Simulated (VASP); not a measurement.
Wanted: the native input for a VASP 6.6.1 run.

```
Task                   : single point
Functional             : PBE
Potentials or basis    : VASP PAW PBE potentials, release 64 (Zn, Cu)
Cutoff                 : 520 eV
k mesh                 : 16 × 16 × 16
Occupations            : gaussian, width 0.15 eV
Spin                   : no spin polarisation
Dipole correction      : no
Further INCAR settings : ALGO = Fast; EDIFF = 1e-06; NBANDS = 18
```

The structure of ZnCu lies in POSCAR:

```
ZnCu
1.0
    3.1806000000      0.0000000000      0.0000000000
    0.0000000000      3.1806000000      0.0000000000
    0.0000000000      0.0000000000      3.0628000000
Zn Cu
1 1
Direct
    0.5000000000      0.5000000000      0.5000000000
    0.0000000000      0.0000000000      0.0000000000
```

This cell differs from its parent crystal: strain +0.080 along x and y, +0.040 along z.

One way to write it, as run:

INCAR

```
SYSTEM = ZnCu
PREC = Accurate ; ENCUT = 520
EDIFF = 1E-6 ; ISMEAR = 0
SIGMA = 0.15 ; LREAL = .False.
LASPH = .True. ; NELM = 60
ALGO = Fast ; ISIF = 2
LWAVE = .False. ; LCHARG = .False.
GGA = PE ; NBANDS = 18
```

KPOINTS

```
Automatic mesh
0
Gamma
  16 16 16
  0 0 0
```

Potentials or basis: VASP PAW PBE potentials, release 64 (Zn, Cu).

The run is started by

```sh
$ cat potpaw_PBE.64/Zn/POTCAR potpaw_PBE.64/Cu/POTCAR > POTCAR
$ mpirun -np 1 vasp_std > vasp.out
```

It gave:

| Quantity | Value |
| --- | --- |
| Pressure | -12.3 GPa |
| Band gap on the k mesh | zero (an odd number of electrons rules out a gap without spin polarisation) |

Caveat: the cell differs from its parent crystal (strain +0.080 along x and y, +0.040 along z); the cell stands under tension.

It took 2.9 min on 1 thread of AMD EPYC 7R13 Processor (Zen 3), with other jobs on the host, peak memory 0.3 GiB.
